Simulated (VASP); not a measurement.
A run of VASP 6.6.1 is set up as follows.

Contents of INCAR:

```
ALGO     = Normal         # electronic algorithm
EDIFF    = 1E-6           # SCF threshold, eV
ENCUT    = 500            # plane-wave cutoff, eV
GGA      = PS             # functional
GGA_COMPAT= F            
ISIF     = 2              # what is computed and relaxed
ISMEAR   = 0              # smearing method
LASPH    = T              # aspherical terms in the spheres
LCHARG   = F              # write CHGCAR
LREAL    = F              # projectors in reciprocal space
LWAVE    = F              # write WAVECAR
NBANDS   = 16             # bands
NELM     = 120            # most SCF steps
PREC     = Accurate       # precision mode
SIGMA    = 0.02           # smearing width, eV
```

File KPOINTS:

```
k-points
0
Gamma
  8 8 8
```

POSCAR

```
ZnS
1.0
    0.0000000000      2.6783138069      2.6783138069
    2.6783138069      0.0000000000      2.6783138069
    2.6783138069      2.6783138069      0.0000000000
Zn S
1 1
Direct
    0.0000000000      0.0000000000      0.0000000000
    0.2500000000      0.2500000000      0.2500000000
```

Potentials or basis: VASP PAW PBE potentials, release 64 (Zn, S).

The run is started by

```bash
$ cat potpaw_PBE.64/Zn/POTCAR potpaw_PBE.64/S/POTCAR > POTCAR
$ mpirun -np 1 vasp_std > vasp.out
```

What does it give for the band gap on the k mesh?

2.09 eV.

What does it give for the pressure?

0.2 GPa.

Caveat: the PAW data sets were made with another functional, which shifts forces and pressure a little.
